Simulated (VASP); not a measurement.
A run of VASP 6.6.1 is set up as follows.

INCAR

```
SYSTEM = HfB
ALGO = Normal
EDIFF = 1E-7
ENCUT = 520
GGA = PE
ISIF = 2
ISMEAR = 0
LASPH = .TRUE.
LCHARG = .FALSE.
LREAL = .FALSE.
LWAVE = .FALSE.
NBANDS = 21
NELM = 60
PREC = Accurate
SIGMA = 0.1
```

Contents of KPOINTS:

```
k-points
0
G
  6 6 4
  0 0 0
```

File POSCAR:

```
HfB
1.0
    4.7208283516      0.0000000000      0.0000000000
   -2.3604141758      4.0883572794      0.0000000000
    0.0000000000      0.0000000000      4.6798792673
Hf B
2 2
Direct
    0.3333333333      0.6666666667      0.2413444966
    0.6666666667      0.3333333333      0.2413444966
    0.3333333333      0.6666666667      0.7413353734
    0.6666666667      0.3333333333      0.7413353734
```

Potentials or basis: VASP PAW PBE potentials, release 64 (Hf_pv, B).

The run is started by

```console
$ cat potpaw_PBE.64/Hf_pv/POTCAR potpaw_PBE.64/B/POTCAR > POTCAR
$ mpirun -np 1 vasp_std > vasp.out
```

(1) What does it give for the pressure?

(2) Estimate the band gap on the k mesh.

## Answers

(1) 0.1 GPa.

(2) zero (band 13 reaches 2.49 eV, above the bottom of band 14 at 1.25 eV).

Caveat: spin-orbit coupling is left out, which moves the levels of the heavy elements.
